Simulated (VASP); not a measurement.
A run of VASP 6.6.1:

POSCAR

```
SrTiO3
1.0
    3.9258415304      0.0000000000      0.0000000000
    0.0000000000      3.9258415304      0.0000000000
    0.0000000000      0.0000000000      3.9884375010
Sr Ti O
1 1 3
Direct
    0.5000000000      0.5000000000      0.5081637248
    0.0000000000      0.0000000000      0.0102563992
    0.5000000000      0.0000000000      0.9753342346
    0.0000000000      0.5000000000      0.9753342346
    0.0000000000      0.0000000000      0.4749123568
```

INCAR.step1

```
PREC = Accurate
ENCUT = 520
ISMEAR = 0
SIGMA = 0.02
LREAL = F
LASPH = T
NELM = 60
NBANDS = 28
GGA = PE
ALGO = Normal
EDIFF = 1E-4
LWAVE = T
LCHARG = F
```

Contents of INCAR.step2:

```
PREC = Accurate
ENCUT = 520
EDIFF = 1E-7
ISMEAR = 0
SIGMA = 0.02
LREAL = F
LASPH = T
NELM = 60
ALGO = Normal
ISIF = 2
LWAVE = F
LCHARG = F
METAGGA = R2SCAN
LMIXTAU = T
NBANDS = 28
ISTART = 1
```

KPOINTS

```
Automatic mesh
0
Gamma
  8 8 8
```

Potentials or basis: VASP PAW PBE potentials, release 64 (Sr_sv, Ti_sv, O).

Launch:

```sh
$ cat potpaw_PBE.64/Sr_sv/POTCAR potpaw_PBE.64/Ti_sv/POTCAR potpaw_PBE.64/O/POTCAR > POTCAR
$ cp INCAR.step1 INCAR
$ mpirun -np 1 vasp_std > vasp.out
$ cp INCAR.step2 INCAR
$ mpirun -np 1 vasp_std > vasp.out
```

Hardware: 1 thread of AMD EPYC 7R13, with other jobs on the host.

**Question.** How long does it take, and how much memory?

**Answer.** Run time: 27 min on 1 thread of AMD EPYC 7R13, on a shared host, peak memory 0.23 GiB. Counts: k points 75.
